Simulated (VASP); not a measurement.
**BaTiO3: single point with PBE+U**

The system is BaTiO3.

```
Ba Ti O
1.0
     4.16747    0.00000    0.00000
     0.00000    5.97708    0.00000
     0.00000    0.00000    5.69672
Ba Ti O
2 2 6
Cartesian
  0.0000 2.9885 2.8866
  0.0000 0.0000 0.0383
  2.0837 2.9885 0.1237
  2.0837 0.0000 2.9721
  2.0837 4.4209 1.3181
  2.0837 1.5562 1.3181
  0.0000 2.9885 5.6325
  2.0837 1.4323 4.1664
  2.0837 4.5448 4.1664
  0.0000 0.0000 2.7841
```

This cell differs from its parent crystal: biaxial strain in the a-b plane: +4.0 %, then relaxed in part.

```
Program             : VASP 6.6.1
Task                : single point
Functional          : PBE
Potentials or basis : VASP PAW PBE potentials, release 64 (Ba_sv, Ti_sv, O)
Cutoff              : 520 eV
k mesh              : 6 × 4 × 4
Occupations         : gaussian, width 0.02 eV
Spin                : no spin polarisation
Hubbard terms       : Ti d U = 4.0 eV
```

| Property | Result |
| --- | --- |
| Pressure | -3.8 GPa |
| Largest force | 0.742 eV/Å |
| Band gap on the k mesh | 2.51 eV |

Forces on the atoms (eV/Å):
```
Ba   0.000  0.000 -0.042
Ba   0.000  0.000 -0.042
Ti   0.000  0.000 -0.742
Ti   0.000  0.000 -0.742
O    0.000  0.411  0.377
O    0.000 -0.411  0.377
O    0.000  0.000  0.029
O    0.000  0.411  0.377
O    0.000 -0.411  0.377
O    0.000  0.000  0.029
```

Stress tensor (GPa, compression positive):
```
-7.96  0.00  0.00
 0.00 -6.67  0.00
 0.00  0.00  3.12
```

Levels at points of the mesh, in eV from the valence-band top:
| k point | band 36 | band 37 | band 38 | band 39 | band 40 | band 41 | band 42 | band 43 | band 44 | band 45 |
| --- | --- | --- | --- | --- | --- | --- | --- | --- | --- | --- |
| (0.00, 0.00, 0.00) | -0.76 | -0.63 | -0.57 | -0.51 | -0.22 | 2.51 | 2.60 | 2.78 | 3.77 | 3.83 |
| (0.50, 0.00, 0.00) | -1.18 | -1.10 | -0.17 | -0.09 | 0.00 | 2.90 | 3.52 | 3.77 | 3.94 | 4.12 |
| (0.00, 0.50, 0.00) | -1.17 | -0.90 | -0.90 | -0.52 | -0.52 | 3.14 | 3.14 | 3.31 | 3.31 | 3.41 |
| (0.50, 0.50, 0.00) | -0.75 | -0.58 | -0.58 | -0.46 | -0.46 | 3.44 | 3.44 | 3.74 | 3.74 | 4.01 |
| (0.00, 0.00, 0.50) | -1.09 | -0.95 | -0.95 | -0.78 | -0.78 | 3.18 | 3.18 | 3.35 | 3.35 | 3.38 |
| (0.50, 0.00, 0.50) | -1.17 | -0.72 | -0.72 | -0.38 | -0.38 | 3.63 | 3.63 | 3.74 | 3.74 | 4.00 |
| (0.00, 0.50, 0.50) | -1.64 | -1.00 | -1.00 | -0.87 | -0.87 | 2.68 | 2.68 | 3.70 | 3.70 | 3.81 |
| (0.50, 0.50, 0.50) | -1.11 | -1.04 | -1.04 | -0.13 | -0.13 | 3.66 | 3.66 | 3.78 | 3.78 | 4.12 |

Eigenvalues of the final occupation matrices:
```
    site  spin  trace               eigenvalues
site 3 d     1   0.80  0.10 0.11 0.12 0.22 0.25
site 3 d     2   0.80  0.10 0.11 0.12 0.22 0.25
site 4 d     1   0.80  0.10 0.11 0.12 0.22 0.25
site 4 d     2   0.80  0.10 0.11 0.12 0.22 0.25
```

Run time: 5 min on 1 thread of Intel(R) Xeon(R) Platinum 8375C CPU @ 2.90GHz (Ice Lake), on a shared host, peak memory 0.38 GiB.

Caveat: the cell differs from its parent crystal (biaxial strain in the a-b plane: +4.0 %, then relaxed in part); the cell stands under tension; spin-orbit coupling is left out, which moves the levels of the heavy elements. A k mesh can miss the band edges.
